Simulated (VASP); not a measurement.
Wanted: the native input for a VASP 6.6.1 run.

- Task: single point
- Functional: r2SCAN
- Potentials or basis: VASP PAW PBE potentials, release 64 (Ca_sv, O)
- Cutoff: 520 eV
- k mesh: 10 × 10 × 10
- Occupations: gaussian, width 0.01 eV
- Spin: no spin polarisation
- Dipole correction: no
- Further INCAR settings: ALGO = Normal; EDIFF = 1e-06; NBANDS = 15

The system is CaO.

```
Ca O
1.0
     0.00000    2.39755    2.27767
     2.39755    0.00000    2.27767
     2.39755    2.39755    0.00000
Ca O
1 1
Direct
  0.00000 0.00000 0.00000
  0.50000 0.50000 0.50000
```

This cell differs from its parent crystal: uniaxial z strain -5.0%.

One way to write it, as run:

POSCAR

```
CaO
1.0
    0.0000000000      2.3975501260      2.2776726197
    2.3975501260      0.0000000000      2.2776726197
    2.3975501260      2.3975501260      0.0000000000
Ca O
1 1
Direct
    0.0000000000      0.0000000000      0.0000000000
    0.5000000000      0.5000000000      0.5000000000
```

INCAR.step1

```
SYSTEM = CaO
  PREC = Accurate
  ENCUT = 520
  ISMEAR = 0
  SIGMA = 0.01
  LREAL = .False.
  LASPH = .True.
  NELM = 80
  NBANDS = 15
  GGA = PE
  ALGO = Normal
  EDIFF = 1E-4
  LWAVE = .True.
  LCHARG = .False.
```

INCAR.step2

```
SYSTEM = CaO
  PREC = Accurate
  ENCUT = 520
  EDIFF = 1E-6
  ISMEAR = 0
  SIGMA = 0.01
  LREAL = .False.
  LASPH = .True.
  NELM = 80
  ALGO = Normal
  ISIF = 2
  LWAVE = .False.
  LCHARG = .False.
  METAGGA = R2SCAN
  LMIXTAU = .True.
  NBANDS = 15
  ISTART = 1
```

KPOINTS

```
regular mesh
0
Gamma
  10 10 10
  0 0 0
```

Potentials or basis: VASP PAW PBE potentials, release 64 (Ca_sv, O).

Command:

```sh
$ cat potpaw_PBE.64/Ca_sv/POTCAR potpaw_PBE.64/O/POTCAR > POTCAR
$ cp INCAR.step1 INCAR
$ mpirun -np 1 vasp_std > vasp.out
$ cp INCAR.step2 INCAR
$ mpirun -np 1 vasp_std > vasp.out
```

Results of the run:

The pressure is 8.9 GPa. The band gap on the k mesh is 3.92 eV, indirect (least direct gap 4.46 eV).

Caveat: the cell differs from its parent crystal (uniaxial z strain -5.0%); the PAW data sets were made with another functional, which shifts forces and pressure a little.

Wall time 2.7 min on 1 thread of Intel(R) Xeon(R) Platinum 8259CL CPU @ 2.50GHz (Skylake/Cascade Lake), on a shared host, peak memory 0.19 GiB.
